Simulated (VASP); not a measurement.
# Y (P6_3/mmc) in VASP: a series of runs, part 2 of 2

VASP 6.6.1.

## (3) Single point, LDA

INCAR reads:

```
PREC = Accurate
ENCUT = 520
EDIFF = 1E-6
ISMEAR = -1
SIGMA = 0.08
LREAL = F
LASPH = T
NELM = 80
ALGO = Normal
ISIF = 2
LWAVE = F
LCHARG = T
LELF = T
LVHAR = T
NBANDS = 18
```

KPOINTS reads:

```
Automatic mesh
0
Gamma
  13 13 7
```

POSCAR reads:

```
Y
1.0
    3.5565453224      0.0000000000      0.0000000000
   -1.7782726612      3.0800585989      0.0000000000
    0.0000000000      0.0000000000      5.5535857058
Y
2
Direct
    0.3333333333      0.6666666667      0.2500000000
    0.6666666667      0.3333333333      0.7500000000
```

Potentials or basis: VASP PAW LDA potentials, release 64 (Y_sv).

On the command line:

```
cat potpaw_LDA.64/Y_sv/POTCAR > POTCAR
mpirun -np 1 vasp_std > vasp.out
```

OUTCAR:

```text
PREC = Accurate
   ENCUT = 520
   EDIFF = 1E-6
   ISMEAR = -1
   LREAL = F
   LASPH = T
   NELM = 80
   ISIF = 2

 ion  position               nearest neighbor table
   1  0.333  0.667  0.250-   2 3.45   2 3.45   2 3.45   2 3.45   2 3.45   2 3.45
   2  0.667  0.333  0.750-   1 3.45   1 3.45   1 3.45   1 3.45   1 3.45   1 3.45

  LATTYP: Found a hexagonal cell.
 ALAT       =     3.5565453224
 C/A-ratio  =     1.5615112989

  Lattice vectors:

 A1 = (   3.5565453224,   0.0000000000,   0.0000000000)
 A2 = (  -1.7782726612,   3.0800585989,   0.0000000000)
 A3 = (   0.0000000000,   0.0000000000,   5.5535857058)

Analysis of symmetry for initial positions (statically):
=====================================================================
 Subroutine PRICEL returns:
 Original cell was already a primitive cell.

 Routine SETGRP: Setting up the symmetry group for a
 hexagonal supercell.

 Subroutine GETGRP returns: Found 24 space group operations
 (whereof 12 operations were pure point group operations)
 out of a pool of 24 trial point group operations.

The static configuration has the point symmetry D_3d.
 The point group associated with its full space group is D_6h.

[... 155 lines left out ...]
  ext. energy  EPLUGINS =         0.00000000
  ---------------------------------------------------
  free energy    TOTEN  =       -13.92742360 eV

  energy without entropy =      -13.84794712  energy(sigma->0) =      -13.88768536

 E-fermi :   3.2108     XC(G=0):  -9.9445

 val. band max:        3.1909416924   @ k =   0.3077   0.1538   0.4286
 cond. band min:       3.2111781300   @ k =   0.3846   0.1538   0.2857
 fundamental gap:      0.0202364376
 Fermi energy:         3.2107803282

 k-point     1 :       0.0000    0.0000    0.0000
  band No.  band energies     occupation
      1     -39.0637      2.00000
      2     -38.9568      2.00000
      3     -19.5783      2.00000
      4     -18.9519      2.00000
      5     -18.9519      2.00000
      6     -18.8337      2.00000
[... 481 lines left out ...]
      5     -18.9806      2.00000
      6     -18.9695      2.00000
[... 10 lines left out ...]
     17       6.1856      0.00000
     18       6.3015      0.00000

 [... further k-points ...]
[... 5 lines left out ...]
  --------------------------------------------------------------------------------------
  -------------------------------------------------------------------------------------
  Total       -0.2940314     -0.2940314     -0.2841287      0.0000000      0.0000000      0.0000000
  in kB       -7.7436107     -7.7436107     -7.4828124      0.0000000      0.0000000      0.0000000
  external PRESSURE =      -7.6566779 kB  Pullay stress =       0.0000000 kB

 VOLUME and BASIS-vectors are now :
 -----------------------------------------------------------------------------
  energy-cutoff  :      520.00
  volume of cell :       60.84
      direct lattice vectors                 reciprocal lattice vectors
     3.556545322  0.000000000  0.000000000     0.281171730  0.162334574  0.000000000
    -1.778272661  3.080058599  0.000000000     0.000000000  0.324669148  0.000000000
     0.000000000  0.000000000  5.553585706     0.000000000  0.000000000  0.180063846

 POSITION                                       TOTAL-FORCE (eV/Angst)
 -----------------------------------------------------------------------------------
     -0.00000      2.05337      1.38840        -0.000000      0.000000      0.000000
      1.77827      1.02669      4.16519         0.000000      0.000000      0.000000
 -----------------------------------------------------------------------------------
    total drift:                                0.000000     -0.000000      0.000000

  FREE ENERGIE OF THE ION-ELECTRON SYSTEM (eV)
  ---------------------------------------------------
  free  energy   TOTEN  =       -13.9274236044 eV

  energy  without entropy=      -13.8479471157  energy(sigma->0) =      -13.88768536
```

Run time: 38 s. Hardware: 1 thread of AMD EPYC 9R45 (Zen 5), shared host; peak memory 0.19 GiB.

What came out:

```yaml
Free_energy: -13.9274 eV
Pressure: -0.8 GPa
Band_gap_on_the_k_mesh: zero (bands 11 and 12 overlap by 1.69 eV)
```

Levels at points of the mesh, in eV from the Fermi level:
| k point | band 8 | band 9 | band 10 | band 11 | band 12 | band 13 | band 14 | band 15 |
| --- | --- | --- | --- | --- | --- | --- | --- | --- |
| (0.00, 0.00, 0.00) | -22.00 | -4.79 | -1.99 | 1.25 | 1.75 | 1.75 | 2.12 | 2.42 |

## (4) Single point, LDA

This run uses another cell than the first one: it holds 4 atoms, not 2.

INCAR reads:

```
SYSTEM = Y
PREC     = Accurate       ! precision mode
ENCUT    = 520            ! plane-wave cutoff, eV
EDIFF    = 1E-7           ! SCF threshold, eV
ISMEAR   = -1             ! smearing method
SIGMA    = 0.08           ! smearing width, eV
LREAL    = .FALSE.        ! projectors in reciprocal space
LASPH    = .TRUE.         ! aspherical terms in the spheres
NELM     = 80             ! most SCF steps
ALGO     = Normal         ! electronic algorithm
ISIF     = 2              ! what is computed and relaxed
LWAVE    = .FALSE.        ! write WAVECAR
LCHARG   = .FALSE.        ! write CHGCAR
GGA      = CA             ! functional
NBANDS   = 30             ! bands
```

KPOINTS reads:

```
Automatic mesh
0
G
  10 10 3
  0 0 0
```

POSCAR reads:

```
Y
1.0
    3.5032985509      0.0000000000      0.0000000000
   -1.7516492754      3.0339455421      0.0000000000
    0.0000000000      0.0000000000     11.2566364107
Y
4
Direct
    0.0000000000      0.0000000000      0.0000000000
    0.0000000000      0.0000000000      0.5000000000
    0.3333333333      0.6666666667      0.2500000000
    0.6666666667      0.3333333333      0.7500000000
```

On the command line:

```
cat potpaw_LDA.64/Y_sv/POTCAR > POTCAR
mpirun -np 1 vasp_std > vasp.out
```

It took 2.3 min on 1 thread of Oxide Virtual Turin-like, shared host; peak memory 0.22 GiB.

Results (log left out):

- Free energy: -27.8719 eV
- Pressure: -0.8 GPa
- Band gap on the k mesh: zero (bands 22 and 23 overlap by 1.19 eV)

Levels at points of the mesh, in eV from the Fermi level:
```csv
k point,band 18,band 19,band 20,band 21,band 22,band 23,band 24,band 25,band 26,band 27
"(0.00, 0.00, 0.00)",-3.34,-3.33,-2.08,0.80,0.85,1.09,1.62,1.62,1.68,1.68
"(0.50, 0.00, 0.00)",-1.97,-1.47,-1.25,-0.57,-0.54,-0.31,0.56,0.76,1.55,1.67
```

The gap in the log of VASP goes by the Fermi energy; the results here count the filled bands.